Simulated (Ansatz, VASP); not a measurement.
# BiSb3O2: VASP beside Ansatz

```
Sb Bi O
1.0
     7.39979    0.00000    0.00000
    -3.69990    6.40841    0.00000
     0.00000    0.00000    3.16194
Sb Bi O
3 1 2
Direct
  0.00000 0.50000 0.86170
  0.50000 0.00000 0.86170
  0.50000 0.50000 0.86170
  0.00000 0.00000 0.86176
  0.66667 0.33333 0.86157
  0.33333 0.66667 0.86157
```

Change from the starting cell: species swapped into the NaSn2Pd3 type (P6mm, No. 183).

Alike in both runs: functional PBE; k mesh 6 × 6 × 12; occupations gaussian, width 0.1 eV; no spin polarisation.

Ansatz relaxed the structure, and its values are those at the end. VASP's run is a single point on that final structure, the one shown.

|  | VASP | Ansatz |
| --- | --- | --- |
| version | VASP 6.6.1 | Ansatz 0.2.0 |
| potentials or method | VASP PAW PBE potentials, release 64 (Sb, Bi_d, O), cutoff 520 eV | scalar-relativistic, plane waves, PAW |
| valence electrons in the cell | 42 | 72 |

VASP gave:

- gap on the k mesh at the Fermi level (eV): none
- pressure (GPa): -0.3

Q: Estimate Ansatz's values.

A: gap on the k mesh at the Fermi level (eV): none; pressure (GPa): 0.0.

A gap of «none» marks a metal or a gap that the smearing closes. VASP's potentials hold 42 valence electrons a cell and Ansatz's 72, so a difference there can come from the potentials and not from the codes.

Neither program's run includes spin-orbit coupling.
